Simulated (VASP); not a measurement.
# Ir (P6_3/mmc) in VASP: further runs

Ir is run at these levels: PBEsol; tasks: single point.

Program: VASP 6.6.1. These are calculated values, not measurements. Logs are shortened: lines on timing, memory, paths and dates and some standing lists are left out, and cuts for length are marked.

## (1) The cell of the first run

Symmetry: P6_3/mmc, No. 194, hexagonal system. The conventional cell has a = 2.824 Å, b = 2.824 Å, c = 4.578 Å, α = 90.00°, β = 90.00°, γ = 120.00°. Ir (site symmetry -6m2) has 12 Ir at 2.81 to 2.82 Å within 3.7 Å.

This isn't the form of Ir at room conditions, which is fcc.

## (2) Single point, PBEsol, collinear spin (15.80 Å³/atom)

The input, INCAR:

```
SYSTEM = Ir
ALGO     = Normal         ! electronic algorithm
EDIFF    = 1E-6           ! SCF threshold, eV
ENCUT    = 520            ! plane-wave cutoff, eV
GGA      = PS             ! functional
ISIF     = 2              ! what is computed and relaxed
ISMEAR   = 0              ! smearing method
ISPIN    = 2              ! spin polarisation
LASPH    = .True.         ! aspherical terms in the spheres
LCHARG   = .False.        ! write CHGCAR
LMAXMIX  = 4              ! l up to which the mixer works
LORBIT   = 11             ! projections on sites
LREAL    = .False.        ! projectors in reciprocal space
LWAVE    = .False.        ! write WAVECAR
MAGMOM   = 0.5 0.5        ! initial moments
NBANDS   = 20             ! bands
NELM     = 150            ! most SCF steps
NUPDOWN  = 1.0            ! fixed moment
PREC     = Accurate       ! precision mode
SIGMA    = 0.15           ! smearing width, eV
```

The input, KPOINTS:

```
k-points
0
Gamma
  21 21 12
  0 0 0
```

The input, POSCAR:

```
Ir
1.0
    2.8235216222      0.0000000000      0.0000000000
   -1.4117608111      2.4452414529      0.0000000000
    0.0000000000      0.0000000000      4.5777984561
Ir
2
Direct
    0.6666666667      0.3333333333      0.7500000000
    0.3333333333      0.6666666667      0.2500000000
```

Potentials or basis: VASP PAW PBE potentials, release 64 (Ir).

On the command line:

```bash
> cat potpaw_PBE.64/Ir/POTCAR > POTCAR
> mpirun -np 1 vasp_std > vasp.out
```

OUTCAR:

```text
SYSTEM = Ir
   EDIFF = 1E-6
   ENCUT = 520
   GGA = PS
   ISIF = 2
   ISMEAR = 0
   ISPIN = 2
   LASPH = .True.
   LORBIT = 11
   LREAL = .False.
   NELM = 150
   NUPDOWN = 1.0
   PREC = Accurate

 ion  position               nearest neighbor table
   1  0.667  0.333  0.750-   2 2.81   2 2.81   2 2.81   2 2.81   2 2.81   2 2.81
   2  0.333  0.667  0.250-   1 2.81   1 2.81   1 2.81   1 2.81   1 2.81   1 2.81

  LATTYP: Found a hexagonal cell.
 ALAT       =     2.8235216222
 C/A-ratio  =     1.6213080927

  Lattice vectors:

 A1 = (   2.8235216222,   0.0000000000,   0.0000000000)
 A2 = (  -1.4117608111,   2.4452414529,   0.0000000000)
 A3 = (   0.0000000000,   0.0000000000,   4.5777984561)

Analysis of symmetry for initial positions (statically):
=====================================================================
 Subroutine PRICEL returns:
 Original cell was already a primitive cell.

 Routine SETGRP: Setting up the symmetry group for a
 hexagonal supercell.

 Subroutine GETGRP returns: Found 24 space group operations
 (whereof 12 operations were pure point group operations)
 out of a pool of 24 trial point group operations.

The static configuration has the point symmetry D_3d.
 The point group associated with its full space group is D_6h.

Analysis of symmetry for dynamics (positions and initial velocities):
=====================================================================
 Subroutine PRICEL returns:
 Original cell was already a primitive cell.

 Routine SETGRP: Setting up the symmetry group for a
 hexagonal supercell.

 Subroutine GETGRP returns: Found 24 space group operations
 (whereof 12 operations were pure point group operations)
 out of a pool of 24 trial point group operations.

The dynamic configuration has the point symmetry D_3d.
 The point group associated with its full space group is D_6h.

Analysis of structural, dynamic, and magnetic symmetry:
=====================================================================
 Subroutine PRICEL returns:
 Original cell was already a primitive cell.

 Routine SETGRP: Setting up the symmetry group for a
 hexagonal supercell.

 Subroutine GETGRP returns: Found 24 space group operations
 (whereof 12 operations were pure point group operations)
 out of a pool of 24 trial point group operations.

The overall configuration has the point symmetry D_3d.
 The point group associated with its full space group is D_6h.

 Subroutine INISYM returns: Found 24 space group operations
 (whereof 12 operations are pure point group operations),
 and found     1 'primitive' translations

----------------------------------------------------------------------------------------

                                     Primitive cell

  volume of cell :      31.6060

  direct lattice vectors                    reciprocal lattice vectors
     2.823521622  0.000000000  0.000000000     0.354167644  0.204478784  0.000000000
    -1.411760811  2.445241453  0.000000000     0.000000000  0.408957569  0.000000000
     0.000000000  0.000000000  4.577798456     0.000000000  0.000000000  0.218445615

  length of vectors
     2.823521622  2.823521622  4.577798456     0.408957569  0.408957569  0.218445615

  position of ions in fractional coordinates (direct lattice)
     0.666666667  0.333333333  0.750000000
     0.333333333  0.666666667  0.250000000

  ion indices of the primitive-cell ions
   primitive index   ion index
                 1           1
                 2           2

----------------------------------------------------------------------------------------

 KPOINTS: k-points

Automatic generation of k-mesh.
 Grid dimensions read from file:
 generate k-points for:   21   21   12

 Generating k-lattice:

  Cartesian coordinates                     Fractional coordinates (reciprocal lattice)
     0.016865126  0.009737085  0.000000000     0.047619048 -0.000000000  0.000000000
     0.000000000  0.019474170  0.000000000     0.000000000  0.047619048  0.000000000
     0.000000000  0.000000000  0.018203801     0.000000000  0.000000000  0.083333333

  Length of vectors
     0.019474170  0.019474170  0.018203801

  Shift w.r.t. Gamma in fractional coordinates (k-lattice)
     0.000000000  0.000000000  0.000000000

 Subroutine IBZKPT returns following result:
 ===========================================

 Found    336 irreducible k-points:

 Following reciprocal coordinates:
            Coordinates               Weight
  0.000000  0.000000  0.000000      1.000000
  0.047619  0.000000  0.000000      6.000000
  0.095238  0.000000  0.000000      6.000000
  0.142857 -0.000000  0.000000      6.000000
  0.190476  0.000000  0.000000      6.000000
  0.238095 -0.000000  0.000000      6.000000
[... 16 lines left out ...]
  0.142857  0.095238  0.000000     12.000000
  0.190476  0.095238  0.000000     12.000000
 [... further k-points ...]
   k-points           NKPTS =    336   k-points in BZ     NKDIM =    336   number of bands    NBANDS=     20
   number of dos      NEDOS =    301   number of ions     NIONS =      2
   total plane-waves  NPLWV =  20736
   dimension x,y,z NGX =    24 NGY =   24 NGZ =   36
   dimension x,y,z NGXF=    48 NGYF=   48 NGZF=   72
   ions per type =               2
   NGX,Y,Z   is equivalent  to a cutoff of  14.13, 14.13, 13.07 a.u.
   NGXF,Y,Z  is equivalent  to a cutoff of  28.26, 28.26, 26.15 a.u.
 SYSTEM =  Ir
   PREC   = accura    normal or accurate (medium, high low for compatibility)
   ISTART =      0    job   : 0-new  1-cont  2-samecut
   ICHARG =      2    charge: 1-file 2-atom 10-const
   ISPIN  =      2    spin polarized calculation?
   LNONCOLLINEAR =      F non collinear calculations
   LSORBIT =      F    spin-orbit coupling
   LASPH  =      T    aspherical Exc in radial PAW
   ENCUT  =  520.0 eV  38.22 Ry    6.18 a.u.   5.25  5.25  8.51*2*pi/ulx,y,z
   NELM   =    150;   NELMIN=  2; NELMDL= -5     # of ELM steps
   EDIFF  = 0.1E-05   stopping-criterion for ELM
   LREAL  =      F    real-space projection
   EDIFFG = 0.1E-04   stopping-criterion for IOM
   NSW    =      0    number of steps for IOM
   IBRION =     -1    ionic relax: 0-MD 1-quasi-New 2-CG
   NFREE  =      0    steps in history (QN), initial steepest desc. (CG)
   ISIF   =      2    stress and relaxation
   ISYM   =      2    0-nonsym 1-usesym 2-fastsym
   POTIM  = 0.5000    time-step for ionic-motion
   TEBEG  =    0.0;   TEEND  =   0.0 temperature during run
   PSTRESS=    0.0 pullay stress
   NELECT =      18.0000    total number of electrons
   NUPDOWN=       1.0000    fix difference up-down
   EMIN   =  10.00;   EMAX   =-10.00  energy-range for DOS
   EFERMI =   0.00;   METHOD = LEGACY
   ISMEAR =     0;   SIGMA  =   0.15  broadening in eV -4-tet -1-fermi 0-gaus
   EFERMI_NEDOS =   21; number of points for ismear=-14 and -15
   IALGO  =     38    algorithm
   IMIX   =      4    mixing-type and parameters
     AMIX     =   0.40;   BMIX     =  1.00
     AMIX_MAG =   1.60;   BMIX_MAG =  1.00
  volume/ion in A,a.u.               =      15.80       106.64
  Fermi-wavevector in a.u.,A,eV,Ry     =   1.356987  2.564334 25.053970  1.841415
  Thomas-Fermi vector in A             =   2.483944
   LORBIT       =     11    0 simple, 1 ext, 2 COOP (PROOUT), +10 PAW based schemes
   GGA     = PS    functional components
   LHFCALC =     F    Hartree Fock is set to
   AEXX    =    0.0000 exact exchange contribution
   IVDW    =     0    specifies the selected vdW correction
   LEPSILON=     F    determine dielectric tensor
   LRPA    =     F    only Hartree local field effects (RPA)
 spin polarized calculation
 Gauss-broadening in eV      SIGMA  =   0.15
  energy-cutoff  :      520.00
  volume of cell :       31.61
 maximum number of plane-waves:       867
 NGX is ok and might be reduce to    24
   NGX = 11   NGY = 11   NGZ = 17

 number of electron      18.0000003 magnetization       1.0000000

 Free energy of the ion-electron system (eV)
  ---------------------------------------------------
  ext. energy  EPLUGINS =         0.00000000
  ---------------------------------------------------
  free energy    TOTEN  =       -19.03593416 eV

  energy without entropy =      -19.00219073  energy(sigma->0) =      -19.01906244

 E-fermi :   8.2931     XC(G=0): -13.4560

 val. band max:        8.6610065270   @ k =   0.2857   0.2857   0.0000
 cond. band min:       8.2942153553   @ k =   0.2381   0.1429   0.2500
 fundamental gap:     -0.3667911717
 Fermi energy:         8.6623035006

 spin component 1

 k-point     1 :       0.0000    0.0000    0.0000
  band No.  band energies     occupation
      1      -1.6644      1.00000
      2       1.3157      1.00000
      3       5.0337      1.00000
      4       5.1329      1.00000
      5       5.1329      1.00000
      6       5.6782      1.00000
[... 12 lines left out ...]
     19      30.4685      0.00000
     20      30.4685      0.00000
[... 507 lines left out ...]
 k-point    24 :       0.1905    0.0952    0.0000
  band No.  band energies     occupation
      1       0.3076      1.00000
      2       2.6572      1.00000
      3       3.9266      1.00000
      4       4.0427      1.00000
      5       5.0459      1.00000
      6       5.2471      1.00000
[... 12 lines left out ...]
     19      28.4065      0.00000
     20      29.7692      0.00000

 [... further k-points ...]

 spin component 2

 k-point     1 :       0.0000    0.0000    0.0000
  band No.  band energies     occupation
      1      -1.5510      1.00000
      2       1.5261      1.00000
      3       5.3471      1.00000
      4       5.4350      1.00000
      5       5.4350      1.00000
      6       5.9894      1.00000
[... 12 lines left out ...]
     19      30.5786      0.00000
     20      30.5786      0.00000
[... 507 lines left out ...]
 k-point    24 :       0.1905    0.0952    0.0000
  band No.  band energies     occupation
      1       0.4280      1.00000
      2       2.8919      1.00000
      3       4.1886      1.00000
      4       4.2945      1.00000
      5       5.3301      1.00000
      6       5.5630      1.00000
[... 12 lines left out ...]
     19      28.5290      0.00000
     20      29.9200      0.00000

 [... further k-points ...]

------------------------ aborting loop because EDIFF is reached ----------------------------------------

  FORCE on cell =-STRESS in cart. coord.  units (eV):
  Direction    XX          YY          ZZ          XY          YZ          ZX
  --------------------------------------------------------------------------------------
  -------------------------------------------------------------------------------------
  Total       -5.9239893     -5.9239893     -6.1342405      0.0000000      0.0000000      0.0000000
  in kB     -300.2999885   -300.2999885   -310.9580802      0.0000000      0.0000000      0.0000000
  external PRESSURE =    -303.8526857 kB  Pullay stress =       0.0000000 kB

 VOLUME and BASIS-vectors are now :
 -----------------------------------------------------------------------------
  energy-cutoff  :      520.00
  volume of cell :       31.61
      direct lattice vectors                 reciprocal lattice vectors
     2.823521622  0.000000000  0.000000000     0.354167644  0.204478784  0.000000000
    -1.411760811  2.445241453  0.000000000     0.000000000  0.408957569  0.000000000
     0.000000000  0.000000000  4.577798456     0.000000000  0.000000000  0.218445615

 POSITION                                       TOTAL-FORCE (eV/Angst)
 -----------------------------------------------------------------------------------
      1.41176      0.81508      3.43335         0.000000     -0.000000      0.000000
     -0.00000      1.63016      1.14445        -0.000000      0.000000      0.000000
 -----------------------------------------------------------------------------------
    total drift:                               -0.000000      0.000000     -0.000000

  FREE ENERGIE OF THE ION-ELECTRON SYSTEM (eV)
  ---------------------------------------------------
  free  energy   TOTEN  =       -19.0359341594 eV

  energy  without entropy=      -19.0021907296  energy(sigma->0) =      -19.01906244

 total charge

# of ion       s       p       d       tot
------------------------------------------
    1        0.609   0.602   6.836   8.047
    2        0.609   0.602   6.836   8.047
--------------------------------------------------
tot          1.218   1.205  13.672  16.094

 magnetization (x)

# of ion       s       p       d       tot
------------------------------------------
    1        0.002  -0.000   0.489   0.491
    2        0.002  -0.000   0.489   0.491
--------------------------------------------------
tot          0.003  -0.000   0.978   0.981
```

It took 6.9 min on 1 thread of Intel Xeon Platinum 8259CL at 2.50GHz (Skylake/Cascade Lake), shared host; peak memory 0.4 GiB.

Results:

```
Free energy                                           : -19.0359 eV
Pressure                                              : -30.4 GPa
Net moment                                            : 1.00 μB per cell
Site moments                                          : Ir +0.49 μB
Valence electrons inside the program's atomic spheres : Ir 8.05
```

Caveat: the cell stands under tension; the PAW data sets were made with another functional, which shifts forces and pressure a little; spin-orbit coupling is left out, which moves the levels of the heavy elements; the total moment is fixed, so each spin has its own Fermi level and the state may be an excited one.

## (3) Single point, PBEsol, collinear spin (15.80 Å³/atom)

The input, INCAR:

```
SYSTEM = Ir
PREC     = Accurate       ! precision mode
ENCUT    = 520            ! plane-wave cutoff, eV
EDIFF    = 1E-7           ! SCF threshold, eV
ISMEAR   = 0              ! smearing method
SIGMA    = 0.15           ! smearing width, eV
LREAL    = .False.        ! projectors in reciprocal space
LASPH    = .True.         ! aspherical terms in the spheres
NELM     = 150            ! most SCF steps
ALGO     = Normal         ! electronic algorithm
ISIF     = 2              ! what is computed and relaxed
LWAVE    = .False.        ! write WAVECAR
LCHARG   = .False.        ! write CHGCAR
ISPIN    = 2              ! spin polarisation
MAGMOM   = 0.1 0.1        ! initial moments
LORBIT   = 11             ! projections on sites
NUPDOWN  = 0.2            ! fixed moment
LMAXMIX  = 4              ! l up to which the mixer works
GGA      = PS             ! functional
NBANDS   = 20             ! bands
```

The input, KPOINTS:

```
regular mesh
0
Gamma
  21 21 12
  0 0 0
```

POSCAR is that of step 2.

Potentials or basis: VASP PAW PBE potentials, release 64 (Ir).

On the command line:

```bash
> cat potpaw_PBE.64/Ir/POTCAR > POTCAR
> mpirun -np 1 vasp_std > vasp.out
```

Run time: 6.2 min. Hardware: 1 thread of Intel Xeon Platinum 8259CL at 2.50GHz (Skylake/Cascade Lake), shared host; peak memory 0.4 GiB.

Results (log left out):

```yaml
Free_energy: -19.1247 eV
Pressure: -31.9 GPa
Net_moment: 0.20 μB per cell
Site_moments: Ir +0.10 μB
Valence_electrons_inside_the_program's_atomic_spheres: Ir 8.04
```

Stress tensor (GPa, compression positive):
```
-31.74   0.00   0.00
  0.00 -31.74   0.00
  0.00   0.00 -32.33
```

Caveat: the cell stands under tension; the PAW data sets were made with another functional, which shifts forces and pressure a little; spin-orbit coupling is left out, which moves the levels of the heavy elements; the total moment is fixed, so each spin has its own Fermi level and the state may be an excited one.
